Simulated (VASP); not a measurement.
# MgS (Fm-3m) in VASP: a series of runs

The runs below take MgS through vibrations by perturbation theory, with PBEsol.

Program: VASP 6.6.1. These are calculated values, not measurements. Logs are shortened: lines on timing, memory, paths and dates and some standing lists are left out, and cuts for length are marked.

## (1) The cell of the first run

It takes space group Fm-3m (No. 225, cubic). The conventional cell has a = 4.940 Å, b = 4.940 Å, c = 4.940 Å, α = 90.00°, β = 90.00°, γ = 90.00°. Within 3.3 Å of Mg (site symmetry m-3m) lie 6 S at 2.47 Å. Within 3.3 Å of S (site symmetry m-3m) lie 6 Mg at 2.47 Å.

## (2) Vibrations by perturbation theory, PBEsol

Contents of INCAR:

```
SYSTEM = MgS
ALGO = Normal
EDIFF = 1E-8
ENCUT = 520
GGA = PS
IBRION = 8
ISIF = 2
ISMEAR = 0
LASPH = .TRUE.
LCHARG = .TRUE.
LREAL = .FALSE.
LWAVE = .FALSE.
NELM = 60
NSW = 1
PREC = Accurate
SIGMA = 0.01
```

Contents of KPOINTS:

```
k-points
0
G
  8 8 8
  0 0 0
```

Contents of POSCAR:

```
MgS
1.0
    2.4700195409      2.4700195409      0.0000000000
   -2.4700195409      2.4700195409      0.0000000000
    0.0000000000      2.4700195409      2.4700195409
Mg S
1 1
Direct
    0.0000000000      0.0000000000      0.0000000000
    0.5000000000      0.5000000000      0.0000000000
```

Potentials or basis: VASP PAW PBE potentials, release 64 (Mg, S).

Run with:

```
cat potpaw_PBE.64/Mg/POTCAR potpaw_PBE.64/S/POTCAR > POTCAR
mpirun -np 1 vasp_std > vasp.out
```

OUTCAR:

```text
SYSTEM = MgS
   EDIFF = 1E-8
   ENCUT = 520
   GGA = PS
   IBRION = 8
   ISIF = 2
   ISMEAR = 0
   LASPH = .TRUE.
   LREAL = .FALSE.
   NELM = 60
   NSW = 1
   PREC = Accurate

 ion  position               nearest neighbor table
   1  0.000  0.000  0.000-   2 2.47   2 2.47   2 2.47   2 2.47   2 2.47   2 2.47
   2  0.500  0.500  0.000-   1 2.47   1 2.47   1 2.47   1 2.47   1 2.47   1 2.47

  LATTYP: Found a face centered cubic cell.
 ALAT       =     4.9400390818

  Lattice vectors:

 A1 = (   0.0000000000,   2.4700195409,   2.4700195409)
 A2 = (   2.4700195409,   0.0000000000,   2.4700195409)
 A3 = (   2.4700195409,   2.4700195409,   0.0000000000)

Analysis of symmetry for initial positions (statically):
=====================================================================
 Subroutine PRICEL returns:
 Original cell was already a primitive cell.

 Routine SETGRP: Setting up the symmetry group for a
 face centered cubic supercell.

 Subroutine GETGRP returns: Found 48 space group operations
 (whereof 48 operations were pure point group operations)
 out of a pool of 48 trial point group operations.

The static configuration has the point symmetry O_h .

Analysis of symmetry for dynamics (positions and initial velocities):
=====================================================================
 Subroutine PRICEL returns:
 Original cell was already a primitive cell.

 Routine SETGRP: Setting up the symmetry group for a
 face centered cubic supercell.

 Subroutine GETGRP returns: Found 48 space group operations
 (whereof 48 operations were pure point group operations)
 out of a pool of 48 trial point group operations.

The dynamic configuration has the point symmetry O_h .

 Subroutine INISYM returns: Found 48 space group operations
 (whereof 48 operations are pure point group operations),
 and found     1 'primitive' translations

----------------------------------------------------------------------------------------

                                     Primitive cell

  volume of cell :      30.1392

  direct lattice vectors                    reciprocal lattice vectors
     2.470019541  2.470019541  0.000000000     0.202427548  0.202427548 -0.202427548
    -2.470019541  2.470019541  0.000000000    -0.202427548  0.202427548 -0.202427548
     0.000000000  2.470019541  2.470019541     0.000000000  0.000000000  0.404855097

  length of vectors
     3.493135134  3.493135134  3.493135134     0.350614799  0.350614799  0.404855097

  position of ions in fractional coordinates (direct lattice)
     0.000000000  0.000000000  0.000000000
     0.500000000  0.500000000  0.000000000

  ion indices of the primitive-cell ions
   primitive index   ion index
                 1           1
                 2           2

----------------------------------------------------------------------------------------

 KPOINTS: k-points

Automatic generation of k-mesh.
 Grid dimensions read from file:
 generate k-points for:    8    8    8

 Generating k-lattice:

  Cartesian coordinates                     Fractional coordinates (reciprocal lattice)
     0.025303444  0.025303444 -0.025303444     0.125000000  0.000000000  0.000000000
    -0.025303444  0.025303444 -0.025303444     0.000000000  0.125000000  0.000000000
     0.000000000  0.000000000  0.050606887     0.000000000  0.000000000  0.125000000

  Length of vectors
     0.043826850  0.043826850  0.050606887

  Shift w.r.t. Gamma in fractional coordinates (k-lattice)
     0.000000000  0.000000000  0.000000000

 Subroutine IBZKPT returns following result:
 ===========================================

 Found     29 irreducible k-points:

 Following reciprocal coordinates:
            Coordinates               Weight
  0.000000  0.000000  0.000000      1.000000
  0.125000  0.000000  0.000000      8.000000
  0.250000  0.000000  0.000000      8.000000
  0.375000  0.000000  0.000000      8.000000
  0.500000  0.000000  0.000000      4.000000
  0.125000  0.125000  0.000000     12.000000
[... 16 lines left out ...]
  0.375000  0.250000  0.125000     48.000000
  0.500000  0.250000  0.125000     24.000000
 [... further k-points ...]
   k-points           NKPTS =     29   k-points in BZ     NKDIM =     29   number of bands    NBANDS=      8
   number of dos      NEDOS =    301   number of ions     NIONS =      2
   total plane-waves  NPLWV =  21952
   dimension x,y,z NGX =    28 NGY =   28 NGZ =   28
   dimension x,y,z NGXF=    56 NGYF=   56 NGZF=   56
   ions per type =               1   1
   NGX,Y,Z   is equivalent  to a cutoff of  13.33, 13.33, 13.33 a.u.
   NGXF,Y,Z  is equivalent  to a cutoff of  26.65, 26.65, 26.65 a.u.
 SYSTEM =  MgS
   PREC   = accura    normal or accurate (medium, high low for compatibility)
   ISTART =      0    job   : 0-new  1-cont  2-samecut
   ICHARG =      2    charge: 1-file 2-atom 10-const
   ISPIN  =      1    spin polarized calculation?
   LNONCOLLINEAR =      F non collinear calculations
   LSORBIT =      F    spin-orbit coupling
   LASPH  =      T    aspherical Exc in radial PAW
   ENCUT  =  520.0 eV  38.22 Ry    6.18 a.u.   6.49  6.49  6.49*2*pi/ulx,y,z
   NELM   =     60;   NELMIN=  2; NELMDL= -5     # of ELM steps
   EDIFF  = 0.1E-07   stopping-criterion for ELM
   LREAL  =      F    real-space projection
   EDIFFG = 0.1E-06   stopping-criterion for IOM
   NSW    =      1    number of steps for IOM
   IBRION =      8    ionic relax: 0-MD 1-quasi-New 2-CG
   NFREE  =      0    steps in history (QN), initial steepest desc. (CG)
   ISIF   =      2    stress and relaxation
   ISYM   =      2    0-nonsym 1-usesym 2-fastsym
   POTIM  = 0.5000    time-step for ionic-motion
   TEBEG  =    0.0;   TEEND  =   0.0 temperature during run
   PSTRESS=    0.0 pullay stress
   NELECT =       8.0000    total number of electrons
   NUPDOWN=      -1.0000    fix difference up-down
   EMIN   =  10.00;   EMAX   =-10.00  energy-range for DOS
   EFERMI =   0.00;   METHOD = LEGACY
   ISMEAR =     0;   SIGMA  =   0.01  broadening in eV -4-tet -1-fermi 0-gaus
   EFERMI_NEDOS =   21; number of points for ismear=-14 and -15
   IALGO  =     38    algorithm
   IMIX   =      4    mixing-type and parameters
     AMIX     =   0.40;   BMIX     =  1.00
     AMIX_MAG =   1.60;   BMIX_MAG =  1.00
  volume/ion in A,a.u.               =      15.07       101.69
  Fermi-wavevector in a.u.,A,eV,Ry     =   1.052110  1.988199 15.060768  1.106935
  Thomas-Fermi vector in A             =   2.187180
   LORBIT       =      0    0 simple, 1 ext, 2 COOP (PROOUT), +10 PAW based schemes
   GGA     = PS    functional components
   LHFCALC =     F    Hartree Fock is set to
   AEXX    =    0.0000 exact exchange contribution
   IVDW    =     0    specifies the selected vdW correction
   LEPSILON=     F    determine dielectric tensor
   LRPA    =     F    only Hartree local field effects (RPA)
 non-spin polarized calculation
 Gauss-broadening in eV      SIGMA  =   0.01
  energy-cutoff  :      520.00
  volume of cell :       30.14
 maximum number of plane-waves:       869
 NGX is ok and might be reduce to    28
   NGX = 13   NGY = 13   NGZ = 13

--------------------------------------- Ionic step        1  -------------------------------------------

 number of electron       8.0000000 magnetization

 Free energy of the ion-electron system (eV)
  ---------------------------------------------------
  ext. energy  EPLUGINS =         0.00000000
  ---------------------------------------------------
  free energy    TOTEN  =        -8.88600600 eV

  energy without entropy =       -8.88600600  energy(sigma->0) =       -8.88600600

 E-fermi :   5.3049     XC(G=0): -10.4979

 val. band max:        5.1951505302   @ k =   0.0000   0.0000   0.0000
 cond. band min:       8.2073709890   @ k =   0.5000   0.5000   0.0000
 fundamental gap:      3.0122204589
 Fermi energy:         5.3049438791

 k-point     1 :       0.0000    0.0000    0.0000
  band No.  band energies     occupation
      1      -8.4861      2.00000
      2       5.1952      2.00000
      3       5.1952      2.00000
      4       5.1952      2.00000
      5      10.1340      0.00000
      6      12.8939      0.00000
      7      12.8939      0.00000
      8      12.8939      0.00000
[... 243 lines left out ...]
 k-point    24 :       0.5000    0.2500    0.1250
  band No.  band energies     occupation
      1      -6.4462      2.00000
      2      -0.0106      2.00000
      3       2.5017      2.00000
      4       3.7080      2.00000
      5      11.0126      0.00000
      6      11.4810      0.00000
      7      14.0250      0.00000
      8      15.2618      0.00000

 [... further k-points ...]

------------------------ aborting loop because EDIFF is reached ----------------------------------------

  FORCE on cell =-STRESS in cart. coord.  units (eV):
  Direction    XX          YY          ZZ          XY          YZ          ZX
  --------------------------------------------------------------------------------------
  -------------------------------------------------------------------------------------
  Total        2.7982951      2.7982951      2.7982951      0.0000000      0.0000000     -0.0000000
  in kB      148.7554633    148.7554633    148.7554633      0.0000000      0.0000000     -0.0000000
  external PRESSURE =     148.7554633 kB  Pullay stress =       0.0000000 kB

 VOLUME and BASIS-vectors are now :
 -----------------------------------------------------------------------------
  energy-cutoff  :      520.00
  volume of cell :       30.14
      direct lattice vectors                 reciprocal lattice vectors
     2.470019541  2.470019541  0.000000000     0.202427548  0.202427548 -0.202427548
    -2.470019541  2.470019541  0.000000000    -0.202427548  0.202427548 -0.202427548
     0.000000000  2.470019541  2.470019541     0.000000000  0.000000000  0.404855097

 POSITION                                       TOTAL-FORCE (eV/Angst)
 -----------------------------------------------------------------------------------
      0.00000      0.00000      0.00000        -0.000000     -0.000000      0.000000
      0.00000      2.47002      0.00000         0.000000      0.000000      0.000000
 -----------------------------------------------------------------------------------
    total drift:                               -0.000000      0.000000     -0.000000

  FREE ENERGIE OF THE ION-ELECTRON SYSTEM (eV)
  ---------------------------------------------------
  free  energy   TOTEN  =        -8.8860059951 eV

  energy  without entropy=       -8.8860059951  energy(sigma->0) =       -8.88600600

[... ionic steps 2 to 3 ...]

--------------------------------------- Ionic step        4  -------------------------------------------

------------------------ aborting loop because EDIFF is reached ----------------------------------------

[... ionic steps 5 to 6 ...]

--------------------------------------- Ionic step        7  -------------------------------------------

 Free energy of the ion-electron system (eV)
  ---------------------------------------------------
  ---------------------------------------------------
  free energy    TOTEN  =        -0.10561692 eV

  energy without entropy =       -0.10561692

------------------------ aborting loop because EDIFF is reached ----------------------------------------

 INTERNAL STRAIN TENSOR  FOR ION    2  DIRECTION 1   (eV/Angst):
 -----------------------------------------------------------------------------
     0.02025  0.00000  0.00000
     0.00000 -0.01793  0.00000
     0.00000  0.00000 -0.01793

 INTERNAL STRAIN TENSOR FOR ION    2 for displacements in x,y,z  (eV/Angst):
          X           Y           Z          XY          YZ          ZX
  --------------------------------------------------------------------------------
  x     0.00000     0.00000     0.00000     0.00000     0.00000     0.00000
  y     0.00000     0.00000     0.00000     0.00000     0.00000     0.00000
  z     0.00000     0.00000     0.00000     0.00000     0.00000     0.00000

 SECOND DERIVATIVES (NOT SYMMETRIZED)
 ------------------------------------
               1X          1Y          1Z          2X          2Y          2Z
  1X    -5.952201   -0.000000    0.000000    5.952201    0.000000   -0.000000
  1Y     0.000000   -5.952201   -0.000000   -0.000000    5.952201    0.000000
  1Z    -0.000000   -0.000000   -5.952201    0.000000    0.000000    5.952201
  2X     5.948243   -0.000000    0.000000   -5.948243    0.000000   -0.000000
  2Y     0.000000    5.948243   -0.000000   -0.000000   -5.948243    0.000000
  2Z    -0.000000   -0.000000    5.948243    0.000000    0.000000   -5.948243

 Eigenvectors and eigenvalues of the dynamical matrix
 ----------------------------------------------------

   1 f  =   10.256163 THz    64.441373 2PiTHz  342.108775 cm-1    42.416063 meV
             X         Y         Z           dx          dy          dz
      0.000000  0.000000  0.000000     0.000000    0.754322    0.000000
      0.000000  2.470020  0.000000     0.000000   -0.656505    0.000000
[... 21 lines left out ...]
   6 f/i=    0.001689 THz     0.010615 2PiTHz    0.056351 cm-1     0.006987 meV
             X         Y         Z           dx          dy          dz
      0.000000  0.000000  0.000000     0.000000    0.000000   -0.656505
      0.000000  2.470020  0.000000     0.000000    0.000000   -0.754322

--------------------------------------------------------------------------------------------------------

 ELASTIC MODULI CONTR FROM IONIC RELAXATION (kBar)
 Direction    XX          YY          ZZ          XY          YZ          ZX
 --------------------------------------------------------------------------------
 XX           0.0000      0.0000      0.0000      0.0000      0.0000      0.0000
 YY           0.0000      0.0000      0.0000      0.0000      0.0000      0.0000
 ZZ           0.0000      0.0000      0.0000      0.0000      0.0000      0.0000
 XY           0.0000      0.0000      0.0000      0.0000      0.0000      0.0000
 YZ           0.0000      0.0000      0.0000      0.0000      0.0000      0.0000
 ZX           0.0000      0.0000      0.0000      0.0000      0.0000      0.0000
 --------------------------------------------------------------------------------
```

Wall time 38 s (1 thread of Intel Xeon 6975P-C (Granite Rapids), shared host); peak memory 0.2 GiB.

What came out:

```yaml
Highest_phonon_frequency_at_Γ_LO-TO_splitting_left_out: 342 cm⁻¹
```

Phonon frequencies in cm⁻¹ (negative: imaginary):
| q point | frequencies |
| --- | --- |
| (0.000, 0.000, 0.000) | 0 0 0 342 342 342 |

Caveat: the cell wasn't relaxed at this level first, which shifts response properties; the PAW data sets were made with another functional, which shifts forces and pressure a little.

(Continued in part 2 of 4.)
